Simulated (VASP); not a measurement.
A run of VASP 6.6.1 is set up as follows.

Contents of INCAR:

```
SYSTEM = HfN
PREC = Accurate
ENCUT = 520
EDIFF = 1E-8
ISMEAR = -1
SIGMA = 0.01
LREAL = .False.
LASPH = .True.
NELM = 120
ALGO = Normal
ISIF = 2
LWAVE = .False.
LCHARG = .False.
GGA = PS
LEFG = .True.
NBANDS = 14
GGA_COMPAT = .False.
```

Contents of KPOINTS:

```
Automatic mesh
0
Gamma
  10 10 10
  0 0 0
```

POSCAR

```
HfN
1.0
    0.0000000000      2.2284692304      2.2284692304
    2.2284692304      0.0000000000      2.2284692304
    2.2284692304      2.2284692304      0.0000000000
Hf N
1 1
Direct
    0.0000000000      0.0000000000      0.0000000000
    0.5000000000      0.5000000000      0.5000000000
```

Potentials or basis: VASP PAW PBE potentials, release 64 (Hf_pv, N).

The run is started by

```sh
$ cat potpaw_PBE.64/Hf_pv/POTCAR potpaw_PBE.64/N/POTCAR > POTCAR
$ mpirun -np 1 vasp_std > vasp.out
```

Q: Predict the pressure.

A: 6.9 GPa.

Caveat: without QUAD_EFG the Cq values of the log hold for a quadrupole moment of 1 mb, not for the nuclei; the PAW data sets were made with another functional, which shifts forces and pressure a little.
